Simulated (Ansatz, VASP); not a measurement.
TaN: VASP beside Ansatz

```xyz
2
Lattice="0.0000 2.2113 2.2113 2.2113 0.0000 2.2113 2.2113 2.2113 0.0000" Properties=species:S:1:pos:R:3 pbc="T T T"
Ta    2.2113    2.2113    2.2113
N     0.0000    0.0000    0.0000
```

Alike in both runs: task relaxation of cell and atoms; functional PBEsol; dispersion D3(BJ); k mesh 10 × 10 × 10; occupations fermi-dirac, width 0.05 eV; no spin polarisation.

```csv
,VASP,Ansatz
version,VASP 6.6.1,Ansatz 0.2.0
potentials or method,"VASP PAW PBE potentials, release 64 (Ta_pv, N), cutoff 600 eV","all-electron LAPW, scalar-relativistic"
```

```tsv
	VASP	Ansatz	Ansatz less VASP
relaxed volume (Å³/atom)	10.29	10.26	-0.028
relaxed cell length with the largest relative difference (Å)	3.076	3.073	-0.0028
```

VASP's potentials were made for PBE, not for PBEsol. Ansatz ran all-electron here, and VASP with PAW potentials.

Neither program's run includes spin-orbit coupling.
